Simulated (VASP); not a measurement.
Write the native input for VASP 6.6.1 that does the following.

| Property | Result |
| --- | --- |
| Task | single point |
| Functional | PBE |
| Potentials or basis | VASP PAW PBE potentials, release 64 (As) |
| Cutoff | 500 eV |
| k mesh | 3 × 3 × 3 |
| Occupations | gaussian, width 0.01 eV |
| Spin | no spin polarisation |
| Dipole correction | no |
| Further INCAR settings | ALGO = Normal; EDIFF = 1e-06; NBANDS = 18 |

The structure of As lies in POSCAR:

```
As
1.0
    1.8250000000     -5.5000000000      0.0000000000
    1.8250000000      5.5000000000      0.0000000000
    0.0000000000      0.0000000000      4.4700000000
As
4
Direct
    0.3900000000      0.6100000000      0.5600000000
    0.8900000000      0.1100000000      0.9400000000
    0.6100000000      0.3900000000      0.4400000000
    0.1100000000      0.8900000000      0.0600000000
```

One way to write it, as run:

INCAR

```
SYSTEM = As
PREC = Accurate
ENCUT = 500
EDIFF = 1E-6
ISMEAR = 0
SIGMA = 0.01
LREAL = .False.
LASPH = .True.
NELM = 120
ALGO = Normal
ISIF = 2
LWAVE = .False.
LCHARG = .True.
GGA = PE
LELF = .True.
LVHAR = .True.
NBANDS = 18
GGA_COMPAT = .False.
```

KPOINTS

```
Automatic mesh
0
Gamma
  3 3 3
  0 0 0
```

Potentials or basis: VASP PAW PBE potentials, release 64 (As).

The run is started by

```console
$ cat potpaw_PBE.64/As/POTCAR > POTCAR
$ mpirun -np 1 vasp_std > vasp.out
```

Results of the run:

```yaml
Pressure: 4.3 GPa
Largest_force: 0.421 eV/Å
```

Caveat: the k points lie up to 0.60 Å⁻¹ apart.

Run time: 32 s on 1 thread of Intel Xeon 8259CL, on a shared host, peak memory 0.23 GiB.
